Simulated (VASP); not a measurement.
# P (Fd-3m) in VASP: a series of runs, part 2 of 3

VASP 6.6.1.

### 5 Single point, PBE (volume scaled by 1.08)

Input file INCAR:

```
SYSTEM = P
PREC = Accurate
ENCUT = 520
EDIFF = 1E-6
ISMEAR = -1
SIGMA = 0.1
LREAL = .FALSE.
LASPH = .TRUE.
NELM = 60
ALGO = Normal
ISIF = 2
LWAVE = .FALSE.
LCHARG = .TRUE.
GGA = PE
LELF = .TRUE.
LVHAR = .TRUE.
NBANDS = 12
```

Input file KPOINTS:

```
Automatic mesh
0
G
  11 11 11
  0 0 0
```

Input file POSCAR:

```
P
1.0
    0.0000000000      2.8102803222      2.8102803222
    2.8102803222      0.0000000000      2.8102803222
    2.8102803222      2.8102803222      0.0000000000
P
2
Direct
    0.1250000000      0.1250000000      0.1250000000
    0.8750000000      0.8750000000      0.8750000000
```

Potentials or basis: VASP PAW PBE potentials, release 64 (P).

Run with:

```sh
$ cat potpaw_PBE.64/P/POTCAR > POTCAR
$ mpirun -np 1 vasp_std > vasp.out
```

OUTCAR:

```text
SYSTEM = P
   PREC = Accurate
   ENCUT = 520
   EDIFF = 1E-6
   ISMEAR = -1
   LREAL = .FALSE.
   LASPH = .TRUE.
   NELM = 60
   ISIF = 2
   GGA = PE

 ion  position               nearest neighbor table
   1  0.125  0.125  0.125-   2 2.43   2 2.43   2 2.43   2 2.43
   2  0.875  0.875  0.875-   1 2.43   1 2.43   1 2.43   1 2.43

  LATTYP: Found a face centered cubic cell.
 ALAT       =     5.6205606444

  Lattice vectors:

 A1 = (   0.0000000000,   2.8102803222,   2.8102803222)
 A2 = (   2.8102803222,   0.0000000000,   2.8102803222)
 A3 = (   2.8102803222,   2.8102803222,   0.0000000000)

Analysis of symmetry for initial positions (statically):
=====================================================================
 Subroutine PRICEL returns:
 Original cell was already a primitive cell.

 Routine SETGRP: Setting up the symmetry group for a
 face centered cubic supercell.

 Subroutine GETGRP returns: Found 48 space group operations
 (whereof 12 operations were pure point group operations)
 out of a pool of 48 trial point group operations.

The static configuration has the point symmetry D_3d.
 The point group associated with its full space group is O_h .

Analysis of symmetry for dynamics (positions and initial velocities):
=====================================================================
 Subroutine PRICEL returns:
 Original cell was already a primitive cell.

 Routine SETGRP: Setting up the symmetry group for a
 face centered cubic supercell.

 Subroutine GETGRP returns: Found 48 space group operations
 (whereof 12 operations were pure point group operations)
 out of a pool of 48 trial point group operations.

The dynamic configuration has the point symmetry D_3d.
 The point group associated with its full space group is O_h .

 Subroutine INISYM returns: Found 48 space group operations
 (whereof 12 operations are pure point group operations),
 and found     1 'primitive' translations

----------------------------------------------------------------------------------------

                                     Primitive cell

  volume of cell :      44.3894

  direct lattice vectors                    reciprocal lattice vectors
     0.000000000  2.810280322  2.810280322    -0.177918194  0.177918194  0.177918194
     2.810280322  0.000000000  2.810280322     0.177918194 -0.177918194  0.177918194
     2.810280322  2.810280322  0.000000000     0.177918194  0.177918194 -0.177918194

  length of vectors
     3.974336546  3.974336546  3.974336546     0.308163352  0.308163352  0.308163352

  position of ions in fractional coordinates (direct lattice)
     0.125000000  0.125000000  0.125000000
     0.875000000  0.875000000  0.875000000

  ion indices of the primitive-cell ions
   primitive index   ion index
                 1           1
                 2           2

----------------------------------------------------------------------------------------

 KPOINTS: Automatic mesh

Automatic generation of k-mesh.
 Grid dimensions read from file:
 generate k-points for:   11   11   11

 Generating k-lattice:

  Cartesian coordinates                     Fractional coordinates (reciprocal lattice)
    -0.016174381  0.016174381  0.016174381     0.090909091  0.000000000  0.000000000
     0.016174381 -0.016174381  0.016174381     0.000000000  0.090909091  0.000000000
     0.016174381  0.016174381 -0.016174381     0.000000000  0.000000000  0.090909091

  Length of vectors
     0.028014850  0.028014850  0.028014850

  Shift w.r.t. Gamma in fractional coordinates (k-lattice)
     0.000000000  0.000000000  0.000000000

 Subroutine IBZKPT returns following result:
 ===========================================

 Found     56 irreducible k-points:

 Following reciprocal coordinates:
            Coordinates               Weight
  0.000000  0.000000  0.000000      1.000000
  0.090909  0.000000  0.000000      8.000000
  0.181818  0.000000  0.000000      8.000000
  0.272727  0.000000  0.000000      8.000000
  0.363636  0.000000  0.000000      8.000000
  0.454545  0.000000  0.000000      8.000000
[... 16 lines left out ...]
 -0.272727  0.181818  0.000000     24.000000
 -0.181818  0.181818  0.000000     12.000000
 [... further k-points ...]
   k-points           NKPTS =     56   k-points in BZ     NKDIM =     56   number of bands    NBANDS=     12
   number of dos      NEDOS =    301   number of ions     NIONS =      2
   total plane-waves  NPLWV =  27000
   dimension x,y,z NGX =    30 NGY =   30 NGZ =   30
   dimension x,y,z NGXF=    60 NGYF=   60 NGZF=   60
   ions per type =               2
   NGX,Y,Z   is equivalent  to a cutoff of  12.55, 12.55, 12.55 a.u.
   NGXF,Y,Z  is equivalent  to a cutoff of  25.10, 25.10, 25.10 a.u.
 SYSTEM =  P
   PREC   = accura    normal or accurate (medium, high low for compatibility)
   ISTART =      0    job   : 0-new  1-cont  2-samecut
   ICHARG =      2    charge: 1-file 2-atom 10-const
   ISPIN  =      1    spin polarized calculation?
   LNONCOLLINEAR =      F non collinear calculations
   LSORBIT =      F    spin-orbit coupling
   LASPH  =      T    aspherical Exc in radial PAW
   ENCUT  =  520.0 eV  38.22 Ry    6.18 a.u.   7.39  7.39  7.39*2*pi/ulx,y,z
   NELM   =     60;   NELMIN=  2; NELMDL= -5     # of ELM steps
   EDIFF  = 0.1E-05   stopping-criterion for ELM
   LREAL  =      F    real-space projection
[... 7 lines left out ...]
   TEBEG  =    0.0;   TEEND  =   0.0 temperature during run
   PSTRESS=    0.0 pullay stress
   NELECT =      10.0000    total number of electrons
   NUPDOWN=      -1.0000    fix difference up-down
   EMIN   =  10.00;   EMAX   =-10.00  energy-range for DOS
   EFERMI =   0.00;   METHOD = LEGACY
   ISMEAR =    -1;   SIGMA  =   0.10  broadening in eV -4-tet -1-fermi 0-gaus
   EFERMI_NEDOS =   21; number of points for ismear=-14 and -15
   IALGO  =     38    algorithm
   IMIX   =      4    mixing-type and parameters
     AMIX     =   0.40;   BMIX     =  1.00
     AMIX_MAG =   1.60;   BMIX_MAG =  1.00
  volume/ion in A,a.u.               =      22.19       149.78
  Fermi-wavevector in a.u.,A,eV,Ry     =   0.996128  1.882409 13.500669  0.992271
  Thomas-Fermi vector in A             =   2.128195
   LORBIT       =      0    0 simple, 1 ext, 2 COOP (PROOUT), +10 PAW based schemes
   GGA     = PE    functional components
[... 5 lines left out ...]
 non-spin polarized calculation
  energy-cutoff  :      520.00
  volume of cell :       44.39
 maximum number of plane-waves:      1243
 NGX is ok and might be reduce to    30
   NGX = 15   NGY = 15   NGZ = 15

 number of electron      10.0000000 magnetization

 number of electron       9.9999998 magnetization

 Free energy of the ion-electron system (eV)
  ---------------------------------------------------
  ext. energy  EPLUGINS =         0.00000000
  ---------------------------------------------------
  free energy    TOTEN  =        -9.64187966 eV

  energy without entropy =       -9.60816679  energy(sigma->0) =       -9.62502323

 E-fermi :   5.0588     XC(G=0):  -9.2029

 val. band max:        5.0281117309   @ k =   0.2727   0.2727   0.0000
 cond. band min:       5.0862923989   @ k =   0.4545   0.3636   0.0909
 fundamental gap:      0.0581806680
 Fermi energy:         5.0587709587

 k-point     1 :       0.0000    0.0000    0.0000
  band No.  band energies     occupation
      1      -9.2553      2.00000
      2       1.1109      2.00000
      3       2.2963      2.00000
      4       2.2963      2.00000
      5       2.2963      2.00000
      6       5.3051      0.15699
      7       5.3051      0.15699
      8       5.3051      0.15699
      9      10.9884      0.00000
     10      12.0509      0.00000
     11      12.0509      0.00000
     12      15.2115      0.00000

 k-point     2 :       0.0909    0.0000    0.0000
  band No.  band energies     occupation
      1      -9.1680      2.00000
      2       0.2069      2.00000
      3       2.1809      2.00000
      4       2.1809      2.00000
      5       2.8544      2.00000
      6       5.4816      0.02873
      7       5.4816      0.02873
      8       5.5457      0.01524
      9      11.3396      0.00000
     10      11.8150      0.00000
     11      11.8150      0.00000
     12      14.9295      0.00000
[... 316 lines left out ...]
 k-point    24 :      -0.1818    0.1818    0.0000
  band No.  band energies     occupation
      1      -8.3647      2.00000
      2      -2.6139      2.00000
      3       0.4337      2.00000
      4       1.7312      2.00000
      5       4.1367      1.99980
      6       6.2981      0.00001
      7       6.3965      0.00000
      8       7.5548      0.00000
      9      10.7159      0.00000
     10      12.5449      0.00000
     11      13.0661      0.00000
     12      15.6817      0.00000

 [... further k-points ...]
[... 5 lines left out ...]
  --------------------------------------------------------------------------------------
  -------------------------------------------------------------------------------------
  Total       -0.8418117     -0.8418117     -0.8418117      0.0000000      0.0000000      0.0000000
  in kB      -30.3841179    -30.3841179    -30.3841179      0.0000000      0.0000000      0.0000000
  external PRESSURE =     -30.3841179 kB  Pullay stress =       0.0000000 kB

 VOLUME and BASIS-vectors are now :
 -----------------------------------------------------------------------------
  energy-cutoff  :      520.00
  volume of cell :       44.39
      direct lattice vectors                 reciprocal lattice vectors
     0.000000000  2.810280322  2.810280322    -0.177918194  0.177918194  0.177918194
     2.810280322  0.000000000  2.810280322     0.177918194 -0.177918194  0.177918194
     2.810280322  2.810280322  0.000000000     0.177918194  0.177918194 -0.177918194

 POSITION                                       TOTAL-FORCE (eV/Angst)
 -----------------------------------------------------------------------------------
      0.70257      0.70257      0.70257        -0.000000     -0.000000      0.000000
      4.91799      4.91799      4.91799         0.000000      0.000000     -0.000000
 -----------------------------------------------------------------------------------
    total drift:                               -0.000000      0.000000      0.000000

  FREE ENERGIE OF THE ION-ELECTRON SYSTEM (eV)
  ---------------------------------------------------
  free  energy   TOTEN  =        -9.6418796635 eV

  energy  without entropy=       -9.6081667928  energy(sigma->0) =       -9.62502323
```

OSZICAR:

```text
N       E                     dE             d eps       ncg     rms          rms(c)
DAV:   1     0.198093891091E+02    0.19809E+02   -0.40476E+03  1344   0.680E+02
DAV:   2    -0.836808670538E+01   -0.28177E+02   -0.26775E+02  1812   0.104E+02
DAV:   3    -0.967569344091E+01   -0.13076E+01   -0.12979E+01  1796   0.211E+01
DAV:   4    -0.968810963132E+01   -0.12416E-01   -0.12413E-01  1600   0.246E+00
DAV:   5    -0.968827749574E+01   -0.16786E-03   -0.16786E-03  1784   0.275E-01    0.651E+00
DAV:   6    -0.965823571179E+01    0.30042E-01   -0.98636E-03  1640   0.513E-01    0.388E+00
DAV:   7    -0.964178905408E+01    0.16447E-01   -0.20735E-02  1644   0.776E-01    0.757E-02
DAV:   8    -0.964186302172E+01   -0.73968E-04   -0.12955E-03  1584   0.213E-01    0.279E-02
DAV:   9    -0.964187480793E+01   -0.11786E-04   -0.30048E-05  1736   0.370E-02    0.166E-02
DAV:  10    -0.964187962429E+01   -0.48164E-05   -0.52022E-06  1568   0.134E-02    0.302E-03
DAV:  11    -0.964187966346E+01   -0.39170E-07   -0.40144E-07  1132   0.389E-03
   1 F= -.96418797E+01 E0= -.96250232E+01  d E =-.337129E-01
```

Wall time 28 s (1 thread of Intel Xeon Platinum 8259CL at 2.50GHz (Skylake/Cascade Lake), shared host); peak memory 0.16 GiB.

What came out:

* Free energy: -9.6419 eV
* Pressure: -3.0 GPa
* Band gap on the k mesh: zero (band 5 reaches 5.83 eV, above the bottom of band 6 at 4.33 eV)

Levels at points of the mesh, in eV from the Fermi level:
| k point | band 1 | band 2 | band 3 | band 4 | band 5 | band 6 | band 7 | band 8 | band 9 | band 10 |
| --- | --- | --- | --- | --- | --- | --- | --- | --- | --- | --- |
| (0.00, 0.00, 0.00) | -14.31 | -3.95 | -2.76 | -2.76 | -2.76 | 0.25 | 0.25 | 0.25 | 5.93 | 6.99 |

(Part 2 of 3 ends here.)
